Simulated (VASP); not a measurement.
# Ru (P6_3/mmc) in VASP: further runs

Ru is run at these levels: LDA, r2SCAN+rVV10, PBEsol+D3(BJ); tasks: single point, relaxation of cell and atoms.

Program: VASP 6.6.1. These are calculated values, not measurements. Logs are shortened: lines on timing, memory, paths and dates and some standing lists are left out, and cuts for length are marked.

### 1 The cell of the first run

It takes space group P6_3/mmc (No. 194, hexagonal). The conventional cell has a = 2.759 Å, b = 2.759 Å, c = 4.366 Å, α = 90.00°, β = 90.00°, γ = 120.00°. Within 3.6 Å of Ru (site symmetry -6m2) lie 12 Ru at 2.70 to 2.76 Å.

### 2 Single point, LDA

Input file INCAR:

```
SYSTEM = Ru
PREC = Accurate
ENCUT = 520
EDIFF = 1E-6
ISMEAR = -1
SIGMA = 0.05
LREAL = .FALSE.
LASPH = .TRUE.
NELM = 80
ALGO = Normal
ISIF = 2
LWAVE = .FALSE.
LCHARG = .FALSE.
GGA = CA
NBANDS = 21
```

Input file KPOINTS:

```
Automatic mesh
0
G
  11 11 6
  0 0 0
```

Input file POSCAR:

```
Ru
1.0
    2.7588683749      0.0000000000      0.0000000000
   -1.3794341875      2.3892500984      0.0000000000
    0.0000000000      0.0000000000      4.3658801443
Ru
2
Direct
    0.6666666667      0.3333333333      0.7500000000
    0.3333333333      0.6666666667      0.2500000000
```

Potentials or basis: VASP PAW LDA potentials, release 64 (Ru_pv).

Command:

```bash
> cat potpaw_LDA.64/Ru_pv/POTCAR > POTCAR
> mpirun -np 1 vasp_std > vasp.out
```

OUTCAR:

```text
SYSTEM = Ru
   PREC = Accurate
   ENCUT = 520
   EDIFF = 1E-6
   ISMEAR = -1
   LREAL = .FALSE.
   LASPH = .TRUE.
   NELM = 80
   ISIF = 2
   GGA = CA

 ion  position               nearest neighbor table
   1  0.667  0.333  0.750-   2 2.70   2 2.70   2 2.70   2 2.70   2 2.70   2 2.70
   2  0.333  0.667  0.250-   1 2.70   1 2.70   1 2.70   1 2.70   1 2.70   1 2.70

  LATTYP: Found a hexagonal cell.
 ALAT       =     2.7588683749
 C/A-ratio  =     1.5824894671

  Lattice vectors:

 A1 = (   2.7588683749,   0.0000000000,   0.0000000000)
 A2 = (  -1.3794341875,   2.3892500984,   0.0000000000)
 A3 = (   0.0000000000,   0.0000000000,   4.3658801443)

Analysis of symmetry for initial positions (statically):
=====================================================================
 Subroutine PRICEL returns:
 Original cell was already a primitive cell.

 Routine SETGRP: Setting up the symmetry group for a
 hexagonal supercell.

 Subroutine GETGRP returns: Found 24 space group operations
 (whereof 12 operations were pure point group operations)
 out of a pool of 24 trial point group operations.

The static configuration has the point symmetry D_3d.
 The point group associated with its full space group is D_6h.

Analysis of symmetry for dynamics (positions and initial velocities):
=====================================================================
 Subroutine PRICEL returns:
 Original cell was already a primitive cell.

 Routine SETGRP: Setting up the symmetry group for a
 hexagonal supercell.

 Subroutine GETGRP returns: Found 24 space group operations
 (whereof 12 operations were pure point group operations)
 out of a pool of 24 trial point group operations.

The dynamic configuration has the point symmetry D_3d.
 The point group associated with its full space group is D_6h.

 Subroutine INISYM returns: Found 24 space group operations
 (whereof 12 operations are pure point group operations),
 and found     1 'primitive' translations

----------------------------------------------------------------------------------------

                                     Primitive cell

  volume of cell :      28.7783

  direct lattice vectors                    reciprocal lattice vectors
     2.758868375  0.000000000  0.000000000     0.362467456  0.209270683  0.000000000
    -1.379434188  2.389250098  0.000000000     0.000000000  0.418541366  0.000000000
     0.000000000  0.000000000  4.365880144     0.000000000  0.000000000  0.229048890

  length of vectors
     2.758868375  2.758868375  4.365880144     0.418541366  0.418541366  0.229048890

  position of ions in fractional coordinates (direct lattice)
     0.666666667  0.333333333  0.750000000
     0.333333333  0.666666667  0.250000000

  ion indices of the primitive-cell ions
   primitive index   ion index
                 1           1
                 2           2

----------------------------------------------------------------------------------------

 KPOINTS: Automatic mesh

Automatic generation of k-mesh.
 Grid dimensions read from file:
 generate k-points for:   11   11    6

 Generating k-lattice:

  Cartesian coordinates                     Fractional coordinates (reciprocal lattice)
     0.032951587  0.019024608  0.000000000     0.090909091  0.000000000  0.000000000
     0.000000000  0.038049215  0.000000000     0.000000000  0.090909091  0.000000000
     0.000000000  0.000000000  0.038174815     0.000000000  0.000000000  0.166666667

  Length of vectors
     0.038049215  0.038049215  0.038174815

  Shift w.r.t. Gamma in fractional coordinates (k-lattice)
     0.000000000  0.000000000  0.000000000

 Subroutine IBZKPT returns following result:
 ===========================================

 Found     64 irreducible k-points:

 Following reciprocal coordinates:
            Coordinates               Weight
  0.000000  0.000000  0.000000      1.000000
  0.090909  0.000000  0.000000      6.000000
  0.181818  0.000000  0.000000      6.000000
  0.272727  0.000000  0.000000      6.000000
  0.363636  0.000000  0.000000      6.000000
  0.454545  0.000000  0.000000      6.000000
[... 16 lines left out ...]
  0.090909  0.090909  0.166667     12.000000
  0.181818  0.090909  0.166667     24.000000
 [... further k-points ...]
   k-points           NKPTS =     64   k-points in BZ     NKDIM =     64   number of bands    NBANDS=     21
   number of dos      NEDOS =    301   number of ions     NIONS =      2
   total plane-waves  NPLWV =  18432
   dimension x,y,z NGX =    24 NGY =   24 NGZ =   32
   dimension x,y,z NGXF=    48 NGYF=   48 NGZF=   64
   ions per type =               2
   NGX,Y,Z   is equivalent  to a cutoff of  14.46, 14.46, 12.19 a.u.
   NGXF,Y,Z  is equivalent  to a cutoff of  28.92, 28.92, 24.37 a.u.
 SYSTEM =  Ru
   PREC   = accura    normal or accurate (medium, high low for compatibility)
   ISTART =      0    job   : 0-new  1-cont  2-samecut
   ICHARG =      2    charge: 1-file 2-atom 10-const
   ISPIN  =      1    spin polarized calculation?
   LNONCOLLINEAR =      F non collinear calculations
   LSORBIT =      F    spin-orbit coupling
   LASPH  =      T    aspherical Exc in radial PAW
   ENCUT  =  520.0 eV  38.22 Ry    6.18 a.u.   5.13  5.13  8.12*2*pi/ulx,y,z
   NELM   =     80;   NELMIN=  2; NELMDL= -5     # of ELM steps
   EDIFF  = 0.1E-05   stopping-criterion for ELM
   LREAL  =      F    real-space projection
   EDIFFG = 0.1E-04   stopping-criterion for IOM
   NSW    =      0    number of steps for IOM
   IBRION =     -1    ionic relax: 0-MD 1-quasi-New 2-CG
   NFREE  =      0    steps in history (QN), initial steepest desc. (CG)
   ISIF   =      2    stress and relaxation
   ISYM   =      2    0-nonsym 1-usesym 2-fastsym
   POTIM  = 0.5000    time-step for ionic-motion
   TEBEG  =    0.0;   TEEND  =   0.0 temperature during run
   PSTRESS=    0.0 pullay stress
   NELECT =      28.0000    total number of electrons
   NUPDOWN=      -1.0000    fix difference up-down
   EMIN   =  10.00;   EMAX   =-10.00  energy-range for DOS
   EFERMI =   0.00;   METHOD = LEGACY
   ISMEAR =    -1;   SIGMA  =   0.05  broadening in eV -4-tet -1-fermi 0-gaus
   EFERMI_NEDOS =   21; number of points for ismear=-14 and -15
   IALGO  =     38    algorithm
   IMIX   =      4    mixing-type and parameters
     AMIX     =   0.40;   BMIX     =  1.00
     AMIX_MAG =   1.60;   BMIX_MAG =  1.00
  volume/ion in A,a.u.               =      14.39        97.10
  Fermi-wavevector in a.u.,A,eV,Ry     =   1.622206  3.065525 35.804449  2.631553
  Thomas-Fermi vector in A             =   2.715857
   LORBIT       =      0    0 simple, 1 ext, 2 COOP (PROOUT), +10 PAW based schemes
   GGA     = CA    functional components
   LHFCALC =     F    Hartree Fock is set to
   AEXX    =    0.0000 exact exchange contribution
   IVDW    =     0    specifies the selected vdW correction
   LEPSILON=     F    determine dielectric tensor
   LRPA    =     F    only Hartree local field effects (RPA)
 non-spin polarized calculation
  energy-cutoff  :      520.00
  volume of cell :       28.78
 maximum number of plane-waves:       796
 NGX is ok and might be reduce to    24
   NGX = 11   NGY = 11   NGZ = 17

 number of electron      28.0000012 magnetization

 Free energy of the ion-electron system (eV)
  ---------------------------------------------------
  ext. energy  EPLUGINS =         0.00000000
  ---------------------------------------------------
  free energy    TOTEN  =       -21.15503040 eV

  energy without entropy =      -21.13682010  energy(sigma->0) =      -21.14592525

 E-fermi :  11.5818     XC(G=0): -14.0285

 val. band max:       11.5769373472   @ k =   0.3636   0.0000   0.3333
 cond. band min:      11.5974272917   @ k =   0.2727   0.1818   0.0000
 fundamental gap:      0.0204899445
 Fermi energy:        11.5817578553

 k-point     1 :       0.0000    0.0000    0.0000
  band No.  band energies     occupation
      1     -31.6036      2.00000
      2     -30.8195      2.00000
      3     -30.8195      2.00000
      4     -30.6752      2.00000
      5     -30.6752      2.00000
      6     -30.6443      2.00000
[... 13 lines left out ...]
     20      21.6846      0.00000
     21      21.6944      0.00000

 k-point     2 :       0.0909    0.0000    0.0000
  band No.  band energies     occupation
      1     -31.5801      2.00000
      2     -30.8687      2.00000
      3     -30.8361      2.00000
      4     -30.7267      2.00000
      5     -30.6822      2.00000
      6     -30.6554      2.00000
[... 13 lines left out ...]
     20      21.6846      0.00000
     21      21.6934      0.00000

 k-point     3 :       0.1818    0.0000    0.0000
  band No.  band energies     occupation
      1     -31.5134      2.00000
      2     -31.0010      2.00000
      3     -30.8793      2.00000
      4     -30.8617      2.00000
      5     -30.7022      2.00000
      6     -30.6886      2.00000
[... 13 lines left out ...]
     20      21.6846      0.00000
     21      21.6912      0.00000

 k-point     4 :       0.2727    0.0000    0.0000
  band No.  band energies     occupation
      1     -31.4147      2.00000
      2     -31.1746      2.00000
      3     -31.0322      2.00000
      4     -30.9334      2.00000
      5     -30.7432      2.00000
      6     -30.7303      2.00000
[... 13 lines left out ...]
     20      21.6845      0.00000
     21      21.6889      0.00000

 k-point     5 :       0.3636    0.0000    0.0000
  band No.  band energies     occupation
      1     -31.3341      2.00000
      2     -31.3034      2.00000
      3     -31.1835      2.00000
      4     -30.9815      2.00000
      5     -30.8139      2.00000
      6     -30.7573      2.00000
[... 13 lines left out ...]
     20      21.6670      0.00000
     21      21.6845      0.00000
[... 382 lines left out ...]
     20      21.6843      0.00000
     21      22.0687      0.00000

 k-point    22 :       0.4545    0.0000    0.1667
  band No.  band energies     occupation
      1     -31.4780      2.00000
      2     -31.3255      2.00000
      3     -31.1298      2.00000
      4     -30.9939      2.00000
      5     -30.8567      2.00000
      6     -30.7898      2.00000
[... 13 lines left out ...]
     20      21.6832      0.00000
     21      21.7039      0.00000

 k-point    23 :       0.0909    0.0909    0.1667
  band No.  band energies     occupation
      1     -31.4874      2.00000
      2     -30.9322      2.00000
      3     -30.8940      2.00000
      4     -30.8310      2.00000
      5     -30.7146      2.00000
      6     -30.6986      2.00000
[... 13 lines left out ...]
     20      21.6846      0.00000
     21      22.5495      0.00000

 k-point    24 :       0.1818    0.0909    0.1667
  band No.  band energies     occupation
      1     -31.4290      2.00000
      2     -31.0645      2.00000
      3     -31.0244      2.00000
      4     -30.8962      2.00000
      5     -30.7530      2.00000
      6     -30.7279      2.00000
[... 13 lines left out ...]
     20      21.6845      0.00000
     21      22.7242      0.00000

 [... further k-points ...]

------------------------ aborting loop because EDIFF is reached ----------------------------------------

  FORCE on cell =-STRESS in cart. coord.  units (eV):
  Direction    XX          YY          ZZ          XY          YZ          ZX
  --------------------------------------------------------------------------------------
  -------------------------------------------------------------------------------------
  Total       -4.7445749     -4.7445749     -5.0630232      0.0000000      0.0000000      0.0000000
  in kB     -264.1456648   -264.1456648   -281.8747019      0.0000000      0.0000000      0.0000000
  external PRESSURE =    -270.0553438 kB  Pullay stress =       0.0000000 kB

 VOLUME and BASIS-vectors are now :
 -----------------------------------------------------------------------------
  energy-cutoff  :      520.00
  volume of cell :       28.78
      direct lattice vectors                 reciprocal lattice vectors
     2.758868375  0.000000000  0.000000000     0.362467456  0.209270683  0.000000000
    -1.379434188  2.389250098  0.000000000     0.000000000  0.418541366  0.000000000
     0.000000000  0.000000000  4.365880144     0.000000000  0.000000000  0.229048890

 POSITION                                       TOTAL-FORCE (eV/Angst)
 -----------------------------------------------------------------------------------
      1.37943      0.79642      3.27441         0.000000     -0.000000      0.000000
     -0.00000      1.59283      1.09147        -0.000000      0.000000      0.000000
 -----------------------------------------------------------------------------------
    total drift:                               -0.000000      0.000000     -0.000000

  FREE ENERGIE OF THE ION-ELECTRON SYSTEM (eV)
  ---------------------------------------------------
  free  energy   TOTEN  =       -21.1550304025 eV

  energy  without entropy=      -21.1368200981  energy(sigma->0) =      -21.14592525
```

It took 43 s on 1 thread of Intel Xeon 8259CL, shared host; peak memory 0.15 GiB.

Results:

| Item | Value |
| --- | --- |
| Free energy | -21.1550 eV |
| Pressure | -27.0 GPa |
| Band gap on the k mesh | zero (bands 14 and 15 overlap by 2.81 eV) |

Stress tensor (GPa, compression positive):
```
-26.41   0.00   0.00
  0.00 -26.41   0.00
  0.00   0.00 -28.19
```

Caveat: the cell stands under tension.

[end of part 1 of 2]
